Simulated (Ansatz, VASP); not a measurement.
Hg: VASP beside Ansatz

File INCAR:

```
SYSTEM = Hg
ALGO = Fast
EDIFF = 1E-7
ENCUT = 520
GGA = PS
ISIF = 2
ISMEAR = 0
IVDW = 12
LASPH = .TRUE.
LCHARG = .FALSE.
LREAL = .FALSE.
LWAVE = .FALSE.
NBANDS = 19
NELM = 80
PREC = Accurate
SIGMA = 0.15
```

Contents of KPOINTS:

```
k-points
0
G
  18 18 10
  0 0 0
```

File POSCAR:

```
Hg
1.0
    3.2375122089      0.0000000000      0.0000000000
   -1.6187561045      2.8037678180      0.0000000000
    0.0000000000      0.0000000000      5.0861316802
Hg
2
Direct
    0.6666666667      0.3333333333      0.7500000000
    0.3333333333      0.6666666667      0.2500000000
```

Input for Ansatz:

```yaml
crystal:
  lattice:
    - [3.2375122089, 0.0, 0.0]
    - [-1.6187561045, 2.803767818, 0.0]
    - [0.0, 0.0, 5.0861316802]
  atoms:
    - { symbol: Hg, position: [0.6666666667, 0.3333333333, 0.75] }
    - { symbol: Hg, position: [0.3333333333, 0.6666666667, 0.25] }
basis:
  ecutwfc: 420
kpoints:
  mp_grid: { grid: [18, 18, 10] }
hamiltonian:
  xc: pbesol
  dispersion: d3bj
scf:
  occupations: { method: gaussian, width: 0.15 }
output:
  forces: true
  stress: true
  eigenvalues: true
  write_density: true
  write_potential: true
  elf: true
  volumetric_format: npy
```

Alike in both runs: task single point; functional PBEsol; dispersion D3(BJ); k mesh 18 × 18 × 10; occupations gaussian, width 0.15 eV; no spin polarisation.

```csv
,VASP,Ansatz
version,VASP 6.6.1,Ansatz 0.2.0
potentials or method,"VASP PAW PBE potentials, release 64 (Hg), cutoff 520 eV","scalar-relativistic, plane waves, PAW"
valence electrons in the cell,24,40
```

```csv
,VASP,Ansatz,Ansatz less VASP
gap on the k mesh at the Fermi level (eV),none,none,-
pressure (GPa),-1.8,-2.2,-0.39
"traceless stress, the component that is largest in VASP (GPa)",-0.06,-0.10,-0.034
```

VASP's potentials were made for PBE, not for PBEsol. A gap of «none» marks a metal or a gap that the smearing closes. VASP's potentials hold 24 valence electrons a cell and Ansatz's 40, so a difference there can come from the potentials and not from the codes.

Neither program's run includes spin-orbit coupling.
